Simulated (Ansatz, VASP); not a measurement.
**Pb in VASP and in Ansatz**

```
Pb
1.0
     3.41907    0.00000    0.00000
    -1.70953    2.96100    0.00000
     0.00000    0.00000    5.71119
Pb
2
Direct
  0.33333 0.66667 0.25000
  0.66667 0.33333 0.75000
```

Alike in both runs: functional LDA; k mesh 16 × 16 × 10; occupations fermi-dirac, width 0.08 eV; no spin polarisation.

Ansatz relaxed the structure, and its values are those at the end. VASP's run is a single point on that final structure, the one shown.

```csv
,VASP,Ansatz
version,VASP 6.6.1,Ansatz 0.2.0
potentials or method,"VASP PAW LDA potentials, release 64 (Pb_d)","PAW with Ansatz's default frozen-core files, scalar-relativistic"
plane-wave cutoff (eV),520,420
valence electrons in the cell,28,28
```

```csv
,VASP,Ansatz,Ansatz less VASP
pressure (GPa),0.1,0.0,-0.06
```

LDA's correlation is that of Perdew and Zunger in VASP and of Perdew and Wang (1992) in Ansatz.

Neither program's run includes spin-orbit coupling.
